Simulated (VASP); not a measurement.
WS2, 9 atoms in the cell. The structure is trigonal, space group R3m (No. 160). Conventional cell: a = 3.242 Å, b = 3.242 Å, c = 18.810 Å, α = 90.00°, β = 90.00°, γ = 120.00°. Within 3.3 Å of W (site symmetry 3m) lie 6 S at 2.42 Å and 6 W at 3.24 Å. Within 3.3 Å of S (site symmetry 3m) lie 3 W at 2.42 Å and 7 S at 3.08 to 3.24 Å. Within 3.3 Å of S (site symmetry 3m) lie 3 W at 2.42 Å and 7 S at 3.08 to 3.24 Å.  This cell differs from its parent crystal: biaxial strain in the a-b plane: +3.0 %.

- Program: VASP 6.6.1
- Task: single point
- Functional: PBEsol
- Potentials or basis: VASP PAW PBE potentials, release 64 (W_sv, S)
- Cutoff: 520 eV
- k mesh: 12 × 12 × 2
- Occupations: gaussian, width 0.02 eV
- Spin: no spin polarisation
- Dipole correction: no
- Further INCAR settings: ALGO = Normal; EDIFF = 1e-07; NBANDS = 49

Potentials or basis: VASP PAW PBE potentials, release 64 (W_sv, S).

Launch:

```sh
$ cat potpaw_PBE.64/W_sv/POTCAR potpaw_PBE.64/S/POTCAR > POTCAR
$ mpirun -np 1 vasp_std > vasp.out
```

Hardware: 1 thread of Intel Xeon 8259CL, on a shared host.

How long does it take, and how much memory?

Run time: 11 min on 1 thread of Intel Xeon 8259CL, on a shared host, peak memory 0.41 GiB. Counts: scf iterations 17, k points 38.
